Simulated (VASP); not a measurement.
# B (Pm-3m) in VASP: further runs

B is run at these levels: PBE; tasks: single point.

Everything below comes from runs of VASP 6.6.1. Logs are shortened: lines on timing, memory, paths and dates and some standing lists are left out, and cuts for length are marked.

## (1) The cell of the first run

Symmetry: Pm-3m, No. 221, cubic system. The conventional cell has a = 1.515 Å, b = 1.515 Å, c = 1.515 Å, α = 90.00°, β = 90.00°, γ = 90.00°. Within 2.0 Å of B (site symmetry m-3m) lie 6 B at 1.52 Å.

## (2) Single point, PBE (volume scaled by 0.52)

Input file INCAR:

```
SYSTEM = B
ALGO = Normal
EDIFF = 1E-6
ENCUT = 520
GGA = PE
ISIF = 2
ISMEAR = -1
LASPH = .TRUE.
LCHARG = .FALSE.
LREAL = .FALSE.
LWAVE = .FALSE.
NBANDS = 8
NELM = 100
PREC = Accurate
SIGMA = 0.05
```

Input file KPOINTS:

```
k-points
0
G
  22 22 22
  0 0 0
```

Input file POSCAR:

```
B
1.0
    1.5151833025      0.0000000000      0.0000000000
    0.0000000000      1.5151833025      0.0000000000
    0.0000000000      0.0000000000      1.5151833025
B
1
Direct
    0.0000000000      0.0000000000      0.0000000000
```

Potentials or basis: VASP PAW PBE potentials, release 64 (B).

The run is started by

```bash
> cat potpaw_PBE.64/B/POTCAR > POTCAR
> mpirun -np 1 vasp_std > vasp.out
```

OUTCAR:

```text
SYSTEM = B
   EDIFF = 1E-6
   ENCUT = 520
   GGA = PE
   ISIF = 2
   ISMEAR = -1
   LASPH = .TRUE.
   LREAL = .FALSE.
   NELM = 100
   PREC = Accurate

 ion  position               nearest neighbor table
   1  0.000  0.000  0.000-

  LATTYP: Found a simple cubic cell.
 ALAT       =     1.5151833025

  Lattice vectors:

 A1 = (   1.5151833025,   0.0000000000,   0.0000000000)
 A2 = (   0.0000000000,   1.5151833025,   0.0000000000)
 A3 = (   0.0000000000,   0.0000000000,   1.5151833025)

Analysis of symmetry for initial positions (statically):
=====================================================================
 Subroutine PRICEL returns:
 Original cell was already a primitive cell.

 Routine SETGRP: Setting up the symmetry group for a
 simple cubic supercell.

 Subroutine GETGRP returns: Found 48 space group operations
 (whereof 48 operations were pure point group operations)
 out of a pool of 48 trial point group operations.

The static configuration has the point symmetry O_h .

Analysis of symmetry for dynamics (positions and initial velocities):
=====================================================================
 Subroutine PRICEL returns:
 Original cell was already a primitive cell.

 Routine SETGRP: Setting up the symmetry group for a
 simple cubic supercell.

 Subroutine GETGRP returns: Found 48 space group operations
 (whereof 48 operations were pure point group operations)
 out of a pool of 48 trial point group operations.

The dynamic configuration has the point symmetry O_h .

 Subroutine INISYM returns: Found 48 space group operations
 (whereof 48 operations are pure point group operations),
 and found     1 'primitive' translations

----------------------------------------------------------------------------------------

                                     Primitive cell

  volume of cell :       3.4785

  direct lattice vectors                    reciprocal lattice vectors
     1.515183303  0.000000000  0.000000000     0.659986154  0.000000000  0.000000000
     0.000000000  1.515183303  0.000000000     0.000000000  0.659986154  0.000000000
     0.000000000  0.000000000  1.515183303     0.000000000  0.000000000  0.659986154

  length of vectors
     1.515183303  1.515183303  1.515183303     0.659986154  0.659986154  0.659986154

  position of ions in fractional coordinates (direct lattice)
     0.000000000  0.000000000  0.000000000

  ion indices of the primitive-cell ions
   primitive index   ion index
                 1           1

----------------------------------------------------------------------------------------

 KPOINTS: k-points

Automatic generation of k-mesh.
 Grid dimensions read from file:
 generate k-points for:   22   22   22

 Generating k-lattice:

  Cartesian coordinates                     Fractional coordinates (reciprocal lattice)
     0.029999371  0.000000000  0.000000000     0.045454545  0.000000000  0.000000000
     0.000000000  0.029999371  0.000000000     0.000000000  0.045454545  0.000000000
     0.000000000  0.000000000  0.029999371     0.000000000  0.000000000  0.045454545

  Length of vectors
     0.029999371  0.029999371  0.029999371

  Shift w.r.t. Gamma in fractional coordinates (k-lattice)
     0.000000000  0.000000000  0.000000000

 Subroutine IBZKPT returns following result:
 ===========================================

 Found    364 irreducible k-points:

 Following reciprocal coordinates:
            Coordinates               Weight
  0.000000  0.000000  0.000000      1.000000
  0.045455  0.000000  0.000000      6.000000
  0.090909  0.000000  0.000000      6.000000
  0.136364  0.000000  0.000000      6.000000
  0.181818  0.000000  0.000000      6.000000
  0.227273  0.000000  0.000000      6.000000
[... 16 lines left out ...]
  0.500000  0.045455  0.000000     12.000000
  0.090909  0.090909  0.000000     12.000000
 [... further k-points ...]
   k-points           NKPTS =    364   k-points in BZ     NKDIM =    364   number of bands    NBANDS=      8
   number of dos      NEDOS =    301   number of ions     NIONS =      1
   total plane-waves  NPLWV =   1728
   dimension x,y,z NGX =    12 NGY =   12 NGZ =   12
   dimension x,y,z NGXF=    24 NGYF=   24 NGZF=   24
   ions per type =               1
   NGX,Y,Z   is equivalent  to a cutoff of  13.17, 13.17, 13.17 a.u.
   NGXF,Y,Z  is equivalent  to a cutoff of  26.33, 26.33, 26.33 a.u.
 SYSTEM =  B
   PREC   = accura    normal or accurate (medium, high low for compatibility)
   ISTART =      0    job   : 0-new  1-cont  2-samecut
   ICHARG =      2    charge: 1-file 2-atom 10-const
   ISPIN  =      1    spin polarized calculation?
   LNONCOLLINEAR =      F non collinear calculations
   LSORBIT =      F    spin-orbit coupling
   LASPH  =      T    aspherical Exc in radial PAW
   ENCUT  =  520.0 eV  38.22 Ry    6.18 a.u.   2.82  2.82  2.82*2*pi/ulx,y,z
   NELM   =    100;   NELMIN=  2; NELMDL= -5     # of ELM steps
   EDIFF  = 0.1E-05   stopping-criterion for ELM
   LREAL  =      F    real-space projection
   EDIFFG = 0.1E-04   stopping-criterion for IOM
   NSW    =      0    number of steps for IOM
   IBRION =     -1    ionic relax: 0-MD 1-quasi-New 2-CG
   NFREE  =      0    steps in history (QN), initial steepest desc. (CG)
   ISIF   =      2    stress and relaxation
   ISYM   =      2    0-nonsym 1-usesym 2-fastsym
   POTIM  = 0.5000    time-step for ionic-motion
   TEBEG  =    0.0;   TEEND  =   0.0 temperature during run
   PSTRESS=    0.0 pullay stress
   NELECT =       3.0000    total number of electrons
   NUPDOWN=      -1.0000    fix difference up-down
   EMIN   =  10.00;   EMAX   =-10.00  energy-range for DOS
   EFERMI =   0.00;   METHOD = LEGACY
   ISMEAR =    -1;   SIGMA  =   0.05  broadening in eV -4-tet -1-fermi 0-gaus
   EFERMI_NEDOS =   21; number of points for ismear=-14 and -15
   IALGO  =     38    algorithm
   IMIX   =      4    mixing-type and parameters
     AMIX     =   0.40;   BMIX     =  1.00
     AMIX_MAG =   1.60;   BMIX_MAG =  1.00
  volume/ion in A,a.u.               =       3.48        23.47
  Fermi-wavevector in a.u.,A,eV,Ry     =   1.558296  2.944753 33.038860  2.428288
  Thomas-Fermi vector in A             =   2.661822
   LORBIT       =      0    0 simple, 1 ext, 2 COOP (PROOUT), +10 PAW based schemes
   GGA     = PE    functional components
   LHFCALC =     F    Hartree Fock is set to
   AEXX    =    0.0000 exact exchange contribution
   IVDW    =     0    specifies the selected vdW correction
   LEPSILON=     F    determine dielectric tensor
   LRPA    =     F    only Hartree local field effects (RPA)
 non-spin polarized calculation
  energy-cutoff  :      520.00
  volume of cell :        3.48
 maximum number of plane-waves:       100
 NGX is ok and might be reduce to    12
   NGX =  5   NGY =  5   NGZ =  5

 number of electron       3.0000000 magnetization

 Free energy of the ion-electron system (eV)
  ---------------------------------------------------
  ext. energy  EPLUGINS =         0.00000000
  ---------------------------------------------------
  free energy    TOTEN  =        -2.66063249 eV

  energy without entropy =       -2.65922281  energy(sigma->0) =       -2.65992765

 E-fermi :  15.1791     XC(G=0): -15.3330

 val. band max:       15.1358467096   @ k =   0.5000   0.3636   0.3636
 cond. band min:      15.2046123668   @ k =   0.3636   0.1818   0.1818
 fundamental gap:      0.0687656572
 Fermi energy:        15.1791475534

 k-point     1 :       0.0000    0.0000    0.0000
  band No.  band energies     occupation
      1      -8.0106      2.00000
      2      37.8768      0.00000
      3      37.8768      0.00000
      4      37.8768      0.00000
      5      49.6019      0.00000
      6      49.6019      0.00000
      7      70.4156      0.00000
      8      98.0595      0.00000

 k-point     2 :       0.0455    0.0000    0.0000
  band No.  band energies     occupation
      1      -7.9169      2.00000
      2      36.3200      0.00000
      3      37.9826      0.00000
      4      37.9826      0.00000
      5      49.7304      0.00000
      6      51.3617      0.00000
      7      70.2122      0.00000
      8      97.0435      0.00000

 k-point     3 :       0.0909    0.0000    0.0000
  band No.  band energies     occupation
      1      -7.6365      2.00000
      2      33.0697      0.00000
      3      38.2980      0.00000
      4      38.2980      0.00000
      5      50.1200      0.00000
      6      55.1966      0.00000
      7      69.6509      0.00000
      8      94.2963      0.00000

 k-point     4 :       0.1364    0.0000    0.0000
  band No.  band energies     occupation
      1      -7.1711      2.00000
      2      29.4349      0.00000
      3      38.8160      0.00000
      4      38.8160      0.00000
      5      50.7676      0.00000
      6      59.6690      0.00000
      7      68.9151      0.00000
      8      90.5931      0.00000

 k-point     5 :       0.1818    0.0000    0.0000
  band No.  band energies     occupation
      1      -6.5241      2.00000
      2      25.8220      0.00000
      3      39.5232      0.00000
      4      39.5232      0.00000
      5      51.6697      0.00000
      6      63.6965      0.00000
      7      68.7403      0.00000
      8      86.6008      0.00000

 k-point     6 :       0.2273    0.0000    0.0000
  band No.  band energies     occupation
      1      -5.7019      2.00000
      2      22.3643      0.00000
      3      40.3982      0.00000
      4      40.3982      0.00000
      5      52.8204      0.00000
      6      64.7665      0.00000
      7      71.5250      0.00000
      8      82.6677      0.00000

 k-point     7 :       0.2727    0.0000    0.0000
  band No.  band energies     occupation
      1      -4.7151      2.00000
      2      19.1220      0.00000
      3      41.4066      0.00000
      4      41.4066      0.00000
      5      54.2091      0.00000
      6      63.9864      0.00000
      7      76.0439      0.00000
      8      78.9742      0.00000

 k-point     8 :       0.3182    0.0000    0.0000
  band No.  band energies     occupation
      1      -3.5845      2.00000
      2      16.1351      0.00000
      3      42.4948      0.00000
      4      42.4948      0.00000
      5      55.8135      0.00000
      6      62.9920      0.00000
      7      75.6404      0.00000
      8      75.6404      0.00000

 k-point     9 :       0.3636    0.0000    0.0000
  band No.  band energies     occupation
      1      -2.3509      2.00000
      2      13.4543      2.00000
      3      43.5801      0.00000
      4      43.5801      0.00000
      5      57.5933      0.00000
      6      62.0995      0.00000
      7      72.7876      0.00000
      8      72.7876      0.00000

 k-point    10 :       0.4091    0.0000    0.0000
  band No.  band energies     occupation
      1      -1.1057      2.00000
      2      11.1734      2.00000
      3      44.5415      0.00000
      4      44.5415      0.00000
      5      59.4430      0.00000
      6      61.4130      0.00000
      7      70.5527      0.00000
      8      70.5527      0.00000
[... 78 lines left out ...]
 k-point    18 :       0.2727    0.0455    0.0000
  band No.  band energies     occupation
      1      -4.6140      2.00000
      2      19.1568      0.00000
      3      40.2861      0.00000
      4      41.5088      0.00000
      5      55.4460      0.00000
      6      63.4134      0.00000
      7      75.7812      0.00000
      8      78.2513      0.00000

 k-point    19 :       0.3182    0.0455    0.0000
  band No.  band energies     occupation
      1      -3.4801      2.00000
      2      16.1793      0.00000
      3      41.4244      0.00000
      4      42.5954      0.00000
      5      56.9928      0.00000
      6      62.1528      0.00000
      7      74.5734      0.00000
      8      75.7550      0.00000

 k-point    20 :       0.3636    0.0455    0.0000
  band No.  band energies     occupation
      1      -2.2424      2.00000
      2      13.5027      2.00000
      3      42.5779      0.00000
      4      43.6789      0.00000
      5      58.6952      0.00000
      6      60.9597      0.00000
      7      71.8309      0.00000
      8      72.9094      0.00000

 k-point    21 :       0.4091    0.0455    0.0000
  band No.  band energies     occupation
      1      -0.9916      2.00000
      2      11.2220      2.00000
      3      43.6208      0.00000
      4      44.6384      0.00000
      5      59.8978      0.00000
      6      60.5156      0.00000
      7      69.5732      0.00000
      8      70.6797      0.00000

 k-point    22 :       0.4545    0.0455    0.0000
  band No.  band energies     occupation
      1       0.0614      2.00000
      2       9.5515      2.00000
      3      44.3764      0.00000
      4      45.3178      0.00000
      5      59.2134      0.00000
      6      62.1060      0.00000
      7      67.8930      0.00000
      8      69.2363      0.00000

 k-point    23 :       0.5000    0.0455    0.0000
  band No.  band energies     occupation
      1       0.5090      2.00000
      2       8.8982      2.00000
      3      44.6574      0.00000
      4      45.5662      0.00000
      5      58.9539      0.00000
      6      62.8961      0.00000
      7      67.1443      0.00000
      8      68.7335      0.00000

 k-point    24 :       0.0909    0.0909    0.0000
  band No.  band energies     occupation
      1      -7.2591      2.00000
      2      31.8173      0.00000
      3      35.5439      0.00000
      4      38.7179      0.00000
      5      53.4703      0.00000
      6      57.5824      0.00000
      7      68.6507      0.00000
      8      90.9065      0.00000

 [... further k-points ...]

------------------------ aborting loop because EDIFF is reached ----------------------------------------

  FORCE on cell =-STRESS in cart. coord.  units (eV):
  Direction    XX          YY          ZZ          XY          YZ          ZX
  --------------------------------------------------------------------------------------
  -------------------------------------------------------------------------------------
  Total       10.4580042     10.4580042     10.4580042     -0.0000000     -0.0000000      0.0000000
  in kB     4816.8582537   4816.8582537   4816.8582537     -0.0000000     -0.0000000      0.0000000
  external PRESSURE =    4816.8582537 kB  Pullay stress =       0.0000000 kB

 VOLUME and BASIS-vectors are now :
 -----------------------------------------------------------------------------
  energy-cutoff  :      520.00
  volume of cell :        3.48
      direct lattice vectors                 reciprocal lattice vectors
     1.515183303  0.000000000  0.000000000     0.659986154  0.000000000  0.000000000
     0.000000000  1.515183303  0.000000000     0.000000000  0.659986154  0.000000000
     0.000000000  0.000000000  1.515183303     0.000000000  0.000000000  0.659986154

 POSITION                                       TOTAL-FORCE (eV/Angst)
 -----------------------------------------------------------------------------------
      0.00000      0.00000      0.00000         0.000000      0.000000      0.000000
 -----------------------------------------------------------------------------------
    total drift:                                0.000000     -0.000000     -0.000000

  FREE ENERGIE OF THE ION-ELECTRON SYSTEM (eV)
  ---------------------------------------------------
  free  energy   TOTEN  =        -2.6606324920 eV

  energy  without entropy=       -2.6592228072  energy(sigma->0) =       -2.65992765
```

It took 6 s on 1 thread of Intel Xeon Platinum 8488C (Sapphire Rapids), shared host; peak memory 0.11 GiB.

Results:

```yaml
Free_energy: -2.6606 eV
Pressure: 481.7 GPa
```

## (3) Single point, PBE (volume scaled by 0.52)

Input file INCAR:

```
PREC = Accurate ; ENCUT = 520
EDIFF = 1E-7 ; ISMEAR = -1
SIGMA = 0.05 ; LREAL = False
LASPH = True ; NELM = 100
ALGO = Normal ; ISIF = 2
LWAVE = False ; LCHARG = True
GGA = PE ; LELF = True
LVHAR = True ; NBANDS = 8
```

Input file KPOINTS:

```
regular mesh
0
Gamma
  22 22 22
```

POSCAR is that of step 2.

Potentials or basis: VASP PAW PBE potentials, release 64 (B).

The run is started by

```bash
> cat potpaw_PBE.64/B/POTCAR > POTCAR
> mpirun -np 1 vasp_std > vasp.out
```

Wall time 6.7 s (1 thread of Intel Xeon Platinum 8488C (Sapphire Rapids), shared host); peak memory 0.11 GiB.

It converged, with:

| Quantity | Value |
| --- | --- |
| Free energy | -2.6606 eV |
| Pressure | 481.7 GPa |

Levels at points of the mesh, in eV from the Fermi level:
```
           k point  band 1  band 2  band 3  band 4  band 5
(0.00, 0.00, 0.00)  -23.19   22.70   22.70   22.70   34.42
(0.50, 0.00, 0.00)  -14.80   -6.32   30.29   30.29   45.66
(0.50, 0.50, 0.00)   -3.80   -3.80    8.43   12.99   36.58
(0.50, 0.50, 0.50)    5.88    5.88    5.88   21.99   21.99
```

(Part 1 of 2 ends here.)
